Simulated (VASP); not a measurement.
A run of VASP 6.6.1:

The input INCAR:

```
SYSTEM = CoC
PREC = Accurate
ENCUT = 520
EDIFF = 1E-7
ISMEAR = -1
SIGMA = 0.05
LREAL = .FALSE.
LASPH = .TRUE.
NELM = 150
ALGO = Normal
ISIF = 2
LWAVE = .FALSE.
LCHARG = .FALSE.
ISPIN = 2
MAGMOM = 1.7 0
LORBIT = 11
LMAXMIX = 4
GGA = PE
NBANDS = 18
```

Contents of KPOINTS:

```
Automatic mesh
0
G
  17 17 17
  0 0 0
```

The input POSCAR:

```
CoC
1.0
    0.0000000000      1.7602560626      1.7602560626
    1.7602560626      0.0000000000      1.7602560626
    1.7602560626      1.7602560626      0.0000000000
Co C
1 1
Direct
    0.0000000000      0.0000000000      0.0000000000
    0.5000000000      0.5000000000      0.5000000000
```

Potentials or basis: VASP PAW PBE potentials, release 64 (Co, C).

Command:

```console
$ cat potpaw_PBE.64/Co/POTCAR potpaw_PBE.64/C/POTCAR > POTCAR
$ mpirun -np 1 vasp_std > vasp.out
```

Hardware: 1 thread of Intel Xeon 8259CL (shared host).

Estimate the wall time of this run.

Wall time 2.7 min on 1 thread of Intel Xeon 8259CL, on a shared host, peak memory 0.18 GiB. Counts: scf iterations 15, k points 165.
